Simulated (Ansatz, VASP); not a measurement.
## Two plane-wave programs on ScGaSe

INCAR

```
SYSTEM = ScGaSe
PREC     = Accurate       ! precision mode
ENCUT    = 520            ! plane-wave cutoff, eV
EDIFF    = 1E-6           ! SCF threshold, eV
ISMEAR   = 0              ! smearing method
SIGMA    = 0.1            ! smearing width, eV
LREAL    = .FALSE.        ! projectors in reciprocal space
LASPH    = .TRUE.         ! aspherical terms in the spheres
NELM     = 80             ! most SCF steps
ALGO     = Normal         ! electronic algorithm
ISIF     = 2              ! what is computed and relaxed
LWAVE    = .FALSE.        ! write WAVECAR
LCHARG   = .TRUE.         ! write CHGCAR
GGA      = PE             ! functional
LELF     = .TRUE.         ! ELF
LVHAR    = .TRUE.       
NBANDS   = 22             ! bands
```

File KPOINTS:

```
Automatic mesh
0
G
  6 6 4
  0 0 0
```

File POSCAR:

```
ScGaSe
1.0
    4.2768116700      0.0000000000      0.0000000000
   -2.1384058300      3.7038275500      0.0000000000
    0.0000000000      0.0000000000      4.5897348500
Sc Ga Se
1 1 1
Direct
    0.6666666700      0.3333333300      0.0000000000
    0.0000000000      0.0000000000      0.5000000000
    0.3333333300      0.6666666700      0.5000000000
```

Input for Ansatz:

```yaml
crystal:
  lattice:
    - [4.27681167, 0.0, 0.0]
    - [-2.13840583, 3.70382755, 0.0]
    - [0.0, 0.0, 4.58973485]
  atoms:
    - { symbol: Sc, position: [0.66666667, 0.33333333, 0.0] }
    - { symbol: Ga, position: [0.0, 0.0, 0.5] }
    - { symbol: Se, position: [0.33333333, 0.66666667, 0.5] }
basis:
  ecutwfc: 420
kpoints:
  mp_grid: { grid: [6, 6, 4] }
hamiltonian:
  xc: pbe
scf:
  occupations: { method: gaussian, width: 0.1 }
  lower_state_search: "off"
output:
  forces: true
  stress: true
  eigenvalues: true
```

Change from the starting cell: species swapped into the CaGaSi type (P-6m2, No. 187).

Alike in both runs: task single point; functional PBE; k mesh 6 × 6 × 4; occupations gaussian, width 0.1 eV; no spin polarisation.

|  | VASP | Ansatz |
| --- | --- | --- |
| version | VASP 6.6.1 | Ansatz 0.2.0 |
| potentials or method | VASP PAW PBE potentials, release 64 (Sc_sv, Ga_d, Se), cutoff 520 eV | scalar-relativistic, plane waves, PAW |
| valence electrons in the cell | 30 | 40 |

|  | VASP | Ansatz | Ansatz less VASP |
| --- | --- | --- | --- |
| gap on the k mesh at the Fermi level (eV) | none | none | - |
| pressure (GPa) | -1.0 | -1.1 | -0.09 |
| traceless stress, the component that is largest in VASP (GPa) | -11.56 | -11.49 | +0.064 |

A gap of «none» marks a metal or a gap that the smearing closes. VASP's potentials hold 30 valence electrons a cell and Ansatz's 40, so a difference there can come from the potentials and not from the codes.
